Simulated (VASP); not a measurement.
Here is a VASP 6.6.1 calculation.

The input INCAR:

```
SYSTEM = Au
PREC     = Accurate       ! precision mode
ENCUT    = 520            ! plane-wave cutoff, eV
EDIFF    = 1E-6           ! SCF threshold, eV
ISMEAR   = 1              ! smearing method
SIGMA    = 0.3            ! smearing width, eV
LREAL    = .False.        ! projectors in reciprocal space
LASPH    = .True.         ! aspherical terms in the spheres
NELM     = 80             ! most SCF steps
ALGO     = Fast           ! electronic algorithm
ISIF     = 2              ! what is computed and relaxed
LWAVE    = .False.        ! write WAVECAR
LCHARG   = .False.        ! write CHGCAR
GGA      = PE             ! functional
NBANDS   = 18             ! bands
```

KPOINTS

```
regular mesh
0
Gamma
  16 16 10
  0 0 0
```

POSCAR

```
Au
1.0
    1.4113099650     -2.5559330250      0.0000000000
    1.4113099650      2.5559330250      0.0000000000
    0.0000000000      0.0000000000      4.8931696100
Au
2
Direct
    0.6653279700      0.3346720300      0.2500000000
    0.3346720300      0.6653279700      0.7500000000
```

Potentials or basis: VASP PAW PBE potentials, release 64 (Au).

Launch:

```bash
$ cat potpaw_PBE.64/Au/POTCAR > POTCAR
$ mpirun -np 1 vasp_std > vasp.out
```

(1) What does it give for the band gap on the k mesh?

(2) What does it give for the largest force?

Results:

(1) zero (bands 11 and 12 overlap by 6.58 eV).

(2) 0.018 eV/Å.

Caveat: spin-orbit coupling is left out, which moves the levels of the heavy elements.
